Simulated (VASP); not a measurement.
# MgB2 (e600) (P6/mmm) in VASP: further runs

Runs on MgB2 (e600). Level: PBE. Tasks: single point, relaxation of cell and atoms.

Everything below comes from runs of VASP 6.6.1. Logs are shortened: lines on timing, memory, paths and dates and some standing lists are left out, and cuts for length are marked.

### 1 The cell of the first run

Symmetry: P6/mmm, No. 191, hexagonal system. The conventional cell has a = 3.085 Å, b = 3.085 Å, c = 3.523 Å, α = 90.00°, β = 90.00°, γ = 120.00°. Within 3.3 Å of Mg (site symmetry 6/mmm) lie 12 B at 2.51 Å and 6 Mg at 3.08 to 3.09 Å. Within 2.4 Å of B (site symmetry -6m2) lie 3 B at 1.78 Å.

### 2 Single point, PBE

The input, INCAR:

```
SYSTEM = MgB2
PREC = Accurate
ENCUT = 520
EDIFF = 1E-6
ISMEAR = 0
SIGMA = 0.1
LREAL = .FALSE.
LASPH = .TRUE.
NELM = 100
ALGO = Normal
ISIF = 2
LWAVE = .FALSE.
LCHARG = .FALSE.
GGA = PE
NBANDS = 11
```

The input, KPOINTS:

```
Automatic mesh
0
G
  6 6 6
  0 0 0
```

The input, POSCAR:

```
MgB2
1.0
    3.0850000000      0.0000000000      0.0000000000
   -1.5425000000      2.6716883707      0.0000000000
    0.0000000000      0.0000000000      3.5230000000
Mg B
1 2
Direct
    0.0000000000      0.0000000000      0.0000000000
    0.3333333333      0.6666666667      0.5000000000
    0.6666666667      0.3333333333      0.5000000000
```

Potentials or basis: VASP PAW PBE potentials, release 64 (Mg, B).

The run is started by

```console
cat potpaw_PBE.64/Mg/POTCAR potpaw_PBE.64/B/POTCAR > POTCAR
mpirun -np 1 vasp_std > vasp.out
```

OUTCAR:

```text
SYSTEM = MgB2
   PREC = Accurate
   ENCUT = 520
   EDIFF = 1E-6
   ISMEAR = 0
   LREAL = .FALSE.
   LASPH = .TRUE.
   NELM = 100
   ISIF = 2
   GGA = PE

 ion  position               nearest neighbor table
   1  0.000  0.000  0.000-   2 2.51   3 2.51   2 2.51   3 2.51   3 2.51   3 2.51   2 2.51   2 2.51
                             3 2.51   3 2.51   2 2.51   2 2.51
   2  0.333  0.667  0.500-   3 1.78   3 1.78   3 1.78   1 2.51   1 2.51   1 2.51   1 2.51   1 2.51
                             1 2.51
   3  0.667  0.333  0.500-   2 1.78   2 1.78   2 1.78   1 2.51   1 2.51   1 2.51   1 2.51   1 2.51
                             1 2.51

  LATTYP: Found a hexagonal cell.
 ALAT       =     3.0850000000
 C/A-ratio  =     1.1419773096

  Lattice vectors:

 A1 = (   3.0850000000,   0.0000000000,   0.0000000000)
 A2 = (  -1.5425000000,   2.6716883707,   0.0000000000)
 A3 = (   0.0000000000,   0.0000000000,   3.5230000000)

Analysis of symmetry for initial positions (statically):
=====================================================================
 Subroutine PRICEL returns:
 Original cell was already a primitive cell.

 Routine SETGRP: Setting up the symmetry group for a
 hexagonal supercell.

 Subroutine GETGRP returns: Found 24 space group operations
 (whereof 24 operations were pure point group operations)
 out of a pool of 24 trial point group operations.

The static configuration has the point symmetry D_6h.

Analysis of symmetry for dynamics (positions and initial velocities):
=====================================================================
 Subroutine PRICEL returns:
 Original cell was already a primitive cell.

 Routine SETGRP: Setting up the symmetry group for a
 hexagonal supercell.

 Subroutine GETGRP returns: Found 24 space group operations
 (whereof 24 operations were pure point group operations)
 out of a pool of 24 trial point group operations.

The dynamic configuration has the point symmetry D_6h.

 Subroutine INISYM returns: Found 24 space group operations
 (whereof 24 operations are pure point group operations),
 and found     1 'primitive' translations

----------------------------------------------------------------------------------------

                                     Primitive cell

  volume of cell :      29.0371

  direct lattice vectors                    reciprocal lattice vectors
     3.085000000  0.000000000  0.000000000     0.324149109  0.187147575  0.000000000
    -1.542500000  2.671688371  0.000000000     0.000000000  0.374295150  0.000000000
     0.000000000  0.000000000  3.523000000     0.000000000  0.000000000  0.283848992

  length of vectors
     3.085000000  3.085000000  3.523000000     0.374295150  0.374295150  0.283848992

  position of ions in fractional coordinates (direct lattice)
     0.000000000  0.000000000  0.000000000
     0.333333333  0.666666667  0.500000000
     0.666666667  0.333333333  0.500000000

  ion indices of the primitive-cell ions
   primitive index   ion index
                 1           1
                 2           2
                 3           3

----------------------------------------------------------------------------------------

 KPOINTS: Automatic mesh

Automatic generation of k-mesh.
 Grid dimensions read from file:
 generate k-points for:    6    6    6

 Generating k-lattice:

  Cartesian coordinates                     Fractional coordinates (reciprocal lattice)
     0.054024851  0.031191263  0.000000000     0.166666667  0.000000000  0.000000000
     0.000000000  0.062382525  0.000000000     0.000000000  0.166666667  0.000000000
     0.000000000  0.000000000  0.047308165     0.000000000  0.000000000  0.166666667

  Length of vectors
     0.062382525  0.062382525  0.047308165

  Shift w.r.t. Gamma in fractional coordinates (k-lattice)
     0.000000000  0.000000000  0.000000000

 Subroutine IBZKPT returns following result:
 ===========================================

 Found     28 irreducible k-points:

 Following reciprocal coordinates:
            Coordinates               Weight
  0.000000  0.000000  0.000000      1.000000
  0.166667  0.000000  0.000000      6.000000
  0.333333 -0.000000  0.000000      6.000000
  0.500000 -0.000000  0.000000      3.000000
  0.166667  0.166667  0.000000      6.000000
  0.333333  0.166667  0.000000     12.000000
[... 16 lines left out ...]
  0.166667  0.000000  0.500000      6.000000
  0.333333 -0.000000  0.500000      6.000000
 [... further k-points ...]
   k-points           NKPTS =     28   k-points in BZ     NKDIM =     28   number of bands    NBANDS=     11
   number of dos      NEDOS =    301   number of ions     NIONS =      3
   total plane-waves  NPLWV =  16128
   dimension x,y,z NGX =    24 NGY =   24 NGZ =   28
   dimension x,y,z NGXF=    48 NGYF=   48 NGZF=   56
   ions per type =               1   2
   NGX,Y,Z   is equivalent  to a cutoff of  12.93, 12.93, 13.21 a.u.
   NGXF,Y,Z  is equivalent  to a cutoff of  25.87, 25.87, 26.43 a.u.
 SYSTEM =  MgB2
   PREC   = accura    normal or accurate (medium, high low for compatibility)
   ISTART =      0    job   : 0-new  1-cont  2-samecut
   ICHARG =      2    charge: 1-file 2-atom 10-const
   ISPIN  =      1    spin polarized calculation?
   LNONCOLLINEAR =      F non collinear calculations
   LSORBIT =      F    spin-orbit coupling
   LASPH  =      T    aspherical Exc in radial PAW
   ENCUT  =  520.0 eV  38.22 Ry    6.18 a.u.   5.74  5.74  6.55*2*pi/ulx,y,z
   NELM   =    100;   NELMIN=  2; NELMDL= -5     # of ELM steps
   EDIFF  = 0.1E-05   stopping-criterion for ELM
   LREAL  =      F    real-space projection
   EDIFFG = 0.1E-04   stopping-criterion for IOM
   NSW    =      0    number of steps for IOM
   IBRION =     -1    ionic relax: 0-MD 1-quasi-New 2-CG
   NFREE  =      0    steps in history (QN), initial steepest desc. (CG)
   ISIF   =      2    stress and relaxation
   ISYM   =      2    0-nonsym 1-usesym 2-fastsym
   POTIM  = 0.5000    time-step for ionic-motion
   TEBEG  =    0.0;   TEEND  =   0.0 temperature during run
   PSTRESS=    0.0 pullay stress
   NELECT =       8.0000    total number of electrons
   NUPDOWN=      -1.0000    fix difference up-down
   EMIN   =  10.00;   EMAX   =-10.00  energy-range for DOS
   EFERMI =   0.00;   METHOD = LEGACY
   ISMEAR =     0;   SIGMA  =   0.10  broadening in eV -4-tet -1-fermi 0-gaus
   EFERMI_NEDOS =   21; number of points for ismear=-14 and -15
   IALGO  =     38    algorithm
   IMIX   =      4    mixing-type and parameters
     AMIX     =   0.40;   BMIX     =  1.00
     AMIX_MAG =   1.60;   BMIX_MAG =  1.00
  volume/ion in A,a.u.               =       9.68        65.32
  Fermi-wavevector in a.u.,A,eV,Ry     =   1.065255  2.013040 15.439462  1.134768
  Thomas-Fermi vector in A             =   2.200801
   LORBIT       =      0    0 simple, 1 ext, 2 COOP (PROOUT), +10 PAW based schemes
   GGA     = PE    functional components
   LHFCALC =     F    Hartree Fock is set to
   AEXX    =    0.0000 exact exchange contribution
   IVDW    =     0    specifies the selected vdW correction
   LEPSILON=     F    determine dielectric tensor
   LRPA    =     F    only Hartree local field effects (RPA)
 non-spin polarized calculation
 Gauss-broadening in eV      SIGMA  =   0.10
  energy-cutoff  :      520.00
  volume of cell :       29.04
 maximum number of plane-waves:       806
 NGX is ok and might be reduce to    24
   NGX = 11   NGY = 11   NGZ = 13

 number of electron       8.0000000 magnetization

 Free energy of the ion-electron system (eV)
  ---------------------------------------------------
  ext. energy  EPLUGINS =         0.00000000
  ---------------------------------------------------
  free energy    TOTEN  =       -15.33053441 eV

  energy without entropy =      -15.32725736  energy(sigma->0) =      -15.32889588

 E-fermi :   5.3494     XC(G=0): -10.9084

 val. band max:        5.0867064543   @ k =   0.1667   0.0000   0.5000
 cond. band min:       5.3506565350   @ k =   0.3333   0.1667   0.0000
 fundamental gap:      0.2639500807
 Fermi energy:         5.3493518504

 k-point     1 :       0.0000    0.0000    0.0000
  band No.  band energies     occupation
      1      -7.1349      2.00000
      2       2.3369      2.00000
      3       5.6534      0.00002
      4       5.6534      0.00002
      5       6.9090      0.00000
      6      11.5857      0.00000
      7      11.5857      0.00000
      8      13.3446      0.00000
      9      15.2083      0.00000
     10      17.9336      0.00000
     11      21.3877      0.00000

 k-point     2 :       0.1667    0.0000    0.0000
  band No.  band energies     occupation
      1      -6.6539      2.00000
      2       2.8049      2.00000
      3       3.6072      2.00000
      4       4.7442      2.00000
      5       7.3496      0.00000
      6      11.0966      0.00000
      7      13.4573      0.00000
      8      13.6363      0.00000
      9      14.2783      0.00000
     10      19.8004      0.00000
     11      20.0531      0.00000

 k-point     3 :       0.3333   -0.0000    0.0000
  band No.  band energies     occupation
      1      -5.2353      2.00000
      2       0.1916      2.00000
      3       3.5653      2.00000
      4       4.1428      2.00000
      5       8.5214      0.00000
      6      10.2617      0.00000
      7      10.4640      0.00000
      8      13.9064      0.00000
      9      17.2345      0.00000
     10      18.4100      0.00000
     11      19.6480      0.00000

 k-point     4 :       0.5000   -0.0000    0.0000
  band No.  band energies     occupation
      1      -3.2554      2.00000
      2      -2.5395      2.00000
      3       3.1203      2.00000
      4       5.4856      0.05391
      5       8.3474      0.00000
      6       9.1423      0.00000
      7      10.5798      0.00000
      8      12.3508      0.00000
      9      17.8340      0.00000
     10      18.8712      0.00000
     11      19.3763      0.00000

 k-point     5 :       0.1667    0.1667    0.0000
  band No.  band energies     occupation
      1      -5.7039      2.00000
      2       1.7102      2.00000
      3       2.7594      2.00000
      4       3.7185      2.00000
      5       8.3246      0.00000
      6      11.4713      0.00000
      7      12.3173      0.00000
      8      12.7384      0.00000
      9      16.0556      0.00000
     10      17.2205      0.00000
     11      18.8247      0.00000
[... 211 lines left out ...]
 k-point    21 :       0.3333    0.3333    0.3333
  band No.  band energies     occupation
      1      -1.3668      2.00000
      2      -1.3668      2.00000
      3      -0.0688      2.00000
      4       4.0151      2.00000
      5       4.0151      2.00000
      6       9.5702      0.00000
      7      16.0059      0.00000
      8      16.0059      0.00000
      9      16.7249      0.00000
     10      18.3601      0.00000
     11      18.3601      0.00000

 k-point    22 :       0.0000    0.0000    0.5000
  band No.  band energies     occupation
      1      -5.8558      2.00000
      2      -2.1635      2.00000
      3       6.0317      0.00000
      4       6.0317      0.00000
      5      11.9213      0.00000
      6      11.9213      0.00000
      7      13.2119      0.00000
      8      15.1156      0.00000
      9      15.2289      0.00000
     10      17.2654      0.00000
     11      17.2654      0.00000

 k-point    23 :       0.1667    0.0000    0.5000
  band No.  band energies     occupation
      1      -5.4183      2.00000
      2      -1.6159      2.00000
      3       4.1545      2.00000
      4       5.0867      1.99980
      5      10.4504      0.00000
      6      11.7790      0.00000
      7      13.8445      0.00000
      8      15.5480      0.00000
      9      15.8912      0.00000
     10      16.2529      0.00000
     11      16.7417      0.00000

 k-point    24 :       0.3333   -0.0000    0.5000
  band No.  band energies     occupation
      1      -4.1176      2.00000
      2      -0.0414      2.00000
      3       0.9490      2.00000
      4       3.8721      2.00000
      5       6.5398      0.00000
      6      11.2249      0.00000
      7      14.5946      0.00000
      8      14.6292      0.00000
      9      17.1756      0.00000
     10      17.8056      0.00000
     11      18.7513      0.00000

 [... further k-points ...]

------------------------ aborting loop because EDIFF is reached ----------------------------------------

  FORCE on cell =-STRESS in cart. coord.  units (eV):
  Direction    XX          YY          ZZ          XY          YZ          ZX
  --------------------------------------------------------------------------------------
  -------------------------------------------------------------------------------------
  Total       -0.1456155     -0.1456155     -0.3510119     -0.0000000      0.0000000      0.0000000
  in kB       -8.0346045     -8.0346045    -19.3677339     -0.0000000      0.0000000      0.0000000
  external PRESSURE =     -11.8123143 kB  Pullay stress =       0.0000000 kB

 VOLUME and BASIS-vectors are now :
 -----------------------------------------------------------------------------
  energy-cutoff  :      520.00
  volume of cell :       29.04
      direct lattice vectors                 reciprocal lattice vectors
     3.085000000  0.000000000  0.000000000     0.324149109  0.187147575  0.000000000
    -1.542500000  2.671688371  0.000000000     0.000000000  0.374295150  0.000000000
     0.000000000  0.000000000  3.523000000     0.000000000  0.000000000  0.283848992

 POSITION                                       TOTAL-FORCE (eV/Angst)
 -----------------------------------------------------------------------------------
      0.00000      0.00000      0.00000        -0.000000      0.000000      0.000000
     -0.00000      1.78113      1.76150        -0.000000      0.000000      0.000000
      1.54250      0.89056      1.76150         0.000000      0.000000     -0.000000
 -----------------------------------------------------------------------------------
    total drift:                                0.000000     -0.000000      0.000000

  FREE ENERGIE OF THE ION-ELECTRON SYSTEM (eV)
  ---------------------------------------------------
  free  energy   TOTEN  =       -15.3305344063 eV

  energy  without entropy=      -15.3272573558  energy(sigma->0) =      -15.32889588
```

Run time: 3.9 s. Hardware: 1 thread of Intel Xeon 6975P-C (Granite Rapids), shared host; peak memory 0.14 GiB.

What came out:

```yaml
Free_energy: -15.3305 eV
Pressure: -1.2 GPa
Band_gap_on_the_k_mesh: zero (band 4 reaches 7.07 eV, above the bottom of band 5 at 3.25 eV)
```

Levels at points of the mesh, in eV from the Fermi level:
| k point | band 2 | band 3 | band 4 | band 5 | band 6 | band 7 |
| --- | --- | --- | --- | --- | --- | --- |
| (0.00, 0.00, 0.00) | -3.01 | 0.30 | 0.30 | 1.56 | 6.24 | 6.24 |
| (0.50, 0.00, 0.00) | -7.89 | -2.23 | 0.14 | 3.00 | 3.79 | 5.23 |
| (0.00, 0.00, 0.50) | -7.51 | 0.68 | 0.68 | 6.57 | 6.57 | 7.86 |
| (0.50, 0.00, 0.50) | -6.98 | -3.65 | -1.93 | -1.39 | 5.63 | 8.67 |

Caveat: the k points lie up to 0.39 Å⁻¹ apart.

(Continued in part 2 of 3.)
